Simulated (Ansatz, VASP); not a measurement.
# ZnAu in VASP and in Ansatz

The input INCAR:

```
PREC = Accurate
ENCUT = 520
EDIFF = 1E-7
ISMEAR = 0
SIGMA = 0.15
LREAL = F
LASPH = T
NELM = 100
ALGO = Fast
ISIF = 2
LWAVE = F
LCHARG = T
GGA = PE
LELF = T
LVHAR = T
NBANDS = 18
```

File KPOINTS:

```
regular mesh
0
Gamma
  16 16 16
```

Contents of POSCAR:

```
ZnAu
1.0
    3.1470000000      0.0000000000      0.0000000000
    0.0000000000      3.1470000000      0.0000000000
    0.0000000000      0.0000000000      3.1470000000
Zn Au
1 1
Direct
    0.5000000000      0.5000000000      0.5000000000
    0.0168519252     -0.0168519252      0.0000000000
```

Input for Ansatz:

```yaml
crystal:
  lattice:
    - [3.147, 0.0, 0.0]
    - [0.0, 3.147, 0.0]
    - [0.0, 0.0, 3.147]
  atoms:
    - { symbol: Zn, position: [0.5, 0.5, 0.5] }
    - { symbol: Au, position: [0.0168519252, -0.0168519252, 0.0] }
basis:
  ecutwfc: 420
kpoints:
  mp_grid: { grid: [16, 16, 16] }
hamiltonian:
  xc: pbe
scf:
  occupations: { method: gaussian, width: 0.15 }
output:
  forces: true
  stress: true
  eigenvalues: true
  write_density: true
  write_potential: true
  elf: true
  volumetric_format: npy
```

Change from the starting cell: all Au atoms moved +0.075 Å, as atom 2 along Cartesian [1 -1 0].

Alike in both runs: task single point; functional PBE; k mesh 16 × 16 × 16; occupations gaussian, width 0.15 eV; no spin polarisation.

```csv
,VASP,Ansatz
version,VASP 6.6.1,Ansatz 0.2.0
potentials or method,"VASP PAW PBE potentials, release 64 (Zn, Au), cutoff 520 eV","scalar-relativistic, plane waves, PAW"
valence electrons in the cell,23,31
```

Ansatz gave:

| Quantity | Value |
| --- | --- |
| gap on the k mesh at the Fermi level (eV) | none |
| pressure (GPa) | 5.1 |
| traceless stress, the component that is largest in VASP (GPa) | -0.28 |
| rms of the force components (eV/Å) | 0.165 |

Problem. Which values does VASP return?

Solution. gap on the k mesh at the Fermi level (eV): none; pressure (GPa): 5.3; traceless stress, the component that is largest in VASP (GPa): -0.29; rms of the force components (eV/Å): 0.168.

Atom by atom the forces differ by 0.002 eV/Å (rms over components). A gap of «none» marks a metal or a gap that the smearing closes. VASP's potentials hold 23 valence electrons a cell and Ansatz's 31, so a difference there can come from the potentials and not from the codes.

Spin-orbit coupling is off throughout.
